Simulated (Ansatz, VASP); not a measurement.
**One calculation of LaP, two programs**

```
CELL_PARAMETERS angstrom
-0.03012 2.99744 2.99744
2.99744 -0.03012 2.99744
2.99744 2.99744 -0.03012
ATOMIC_POSITIONS crystal
La 0.00000 0.00000 0.00000
P 0.50000 0.50000 0.50000
```

Change from the starting cell: equal xy, yz and zx shear strains of -1 %.

Alike in both runs: task single point; functional LDA; k mesh 10 × 10 × 10; occupations fermi-dirac, width 0.03 eV; no spin polarisation.

|  | VASP | Ansatz |
| --- | --- | --- |
| version | VASP 6.6.1 | Ansatz 0.2.0 |
| potentials or method | VASP PAW LDA potentials, release 64 (La, P), cutoff 520 eV | all-electron LAPW, scalar-relativistic |

|  | VASP | Ansatz | Ansatz less VASP |
| --- | --- | --- | --- |
| pressure (GPa) | -3.3 | -3.2 | +0.05 |
| traceless stress, the component that is largest in VASP (GPa) | 0.33 | 0.33 | +0.001 |

LDA's correlation is that of Perdew and Zunger in VASP and of Perdew and Wang (1992) in Ansatz. Ansatz ran all-electron here, and VASP with PAW potentials.

Neither program's run includes spin-orbit coupling.
